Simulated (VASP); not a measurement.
The system is CO2.

```xyz
6
Lattice="4.1090 0.0000 0.0000 0.3128 4.0970 0.0000 -2.2109 -2.0485 2.7927" Properties=species:S:1:pos:R:3 pbc="T T T"
C     2.0545    0.0000    1.3963
C     0.0000    0.0000    0.0000
O     2.7682    0.3384    0.2368
O    -1.6627    0.6858    2.5559
O     0.7137    0.3384    1.1595
O     2.6027    2.7344    1.6332
```

Base run:

| Quantity | Value |
| --- | --- |
| Program | VASP 6.6.1 |
| Functional | PBEsol |
| Potentials or basis | VASP PAW PBE potentials, release 64 (C, O) |
| Cutoff | 520 eV |
| k mesh | 6 × 6 × 6 |
| Occupations | gaussian, width 0.01 eV |
| Spin | no spin polarisation |

Its results: band gap on the k mesh 7.53 eV, indirect (least direct gap 8.00 eV); pressure -4.9 GPa; largest force 0.120 eV/Å.

**Question.** The run is repeated on the same cell with these changes: functional from PBEsol to BLYP; potentials or basis from VASP PAW PBE potentials, release 64 (C, O) to VASP PAW PBE potentials, release 64 (C_h, O_h); cutoff from 520 eV to 910 eV. What comes out?

**Answer.** Band gap on the k mesh 7.78 eV, indirect (least direct gap 8.21 eV); pressure 4.5 GPa; largest force 0.175 eV/Å.

Caveats: the PAW data sets were made with another functional, which shifts forces and pressure a little; the cutoff is under 1.25 times the usual one of these potentials, so pressure, stress and relaxed cells hold a basis-set (Pulay) error (some runs).

A k mesh can miss the band edges.
